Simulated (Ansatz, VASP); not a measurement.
# One calculation of Zr, two programs

Contents of INCAR:

```
PREC     = Accurate       # precision mode
ENCUT    = 520            # plane-wave cutoff, eV
EDIFF    = 1E-6           # SCF threshold, eV
ISMEAR   = -1             # smearing method
SIGMA    = 0.08           # smearing width, eV
LREAL    = F              # projectors in reciprocal space
LASPH    = T              # aspherical terms in the spheres
NELM     = 100            # most SCF steps
ALGO     = Normal         # electronic algorithm
ISIF     = 2              # what is computed and relaxed
LWAVE    = F              # write WAVECAR
LCHARG   = T              # write CHGCAR
GGA      = PE             # functional
LELF     = T              # ELF
LVHAR    = T            
NBANDS   = 12             # bands
```

File KPOINTS:

```
regular mesh
0
Gamma
  14 14 14
```

The input POSCAR:

```
Zr
1.0
   -1.8100000000      1.8100000000      1.8643000000
    1.8100000000     -1.8100000000      1.8643000000
    1.8100000000      1.8100000000     -1.8643000000
Zr
1
Direct
    0.0000000000      0.0000000000      0.0000000000
```

Input for Ansatz:

```yaml
crystal:
  lattice:
    - [-1.81, 1.81, 1.8643]
    - [1.81, -1.81, 1.8643]
    - [1.81, 1.81, -1.8643]
  atoms:
    - { symbol: Zr, position: [0.0, 0.0, 0.0] }
kpoints:
  mp_grid: { grid: [14, 14, 14] }
  band_path:
    path:
      - [0.0, 0.0, 0.0]
      - [0.0, 0.0, 0.5]
      - [0.25, 0.25, 0.25]
      - [0.0, 0.5, 0.0]
      - [0.0, 0.0, 0.0]
      - [0.5, 0.5, -0.5]
      - [0.4856489773, 0.5143510227, -0.4856489773]
      - [-0.4856489773, 0.4856489773, 0.4856489773]
      - [0.0, 0.0, 0.0]
    npoints: 5
scf:
  occupations: { method: fermi_dirac, width: 0.08 }
hamiltonian:
  xc: pbe
  pseudopotentials: { kind: all_electron, lapw: { basis_error: 0.0005 } }
output:
  forces: true
  stress: true
  eigenvalues: true
```

Change from the starting cell: zz strain of +3 %.

Alike in both runs: task single point; functional PBE; k mesh 14 × 14 × 14; occupations fermi-dirac, width 0.08 eV; no spin polarisation.

|  | VASP | Ansatz |
| --- | --- | --- |
| version | VASP 6.6.1 | Ansatz 0.2.0 |
| potentials or method | VASP PAW PBE potentials, release 64 (Zr_sv), cutoff 520 eV | all-electron LAPW, scalar-relativistic |

Ansatz gave:

```
pressure (GPa)                                                : -5.2
traceless stress, the component that is largest in VASP (GPa) : 0.25
```

Estimate VASP's values.

pressure (GPa): -5.2; traceless stress, the component that is largest in VASP (GPa): 0.26.

Ansatz ran all-electron here, and VASP with PAW potentials.
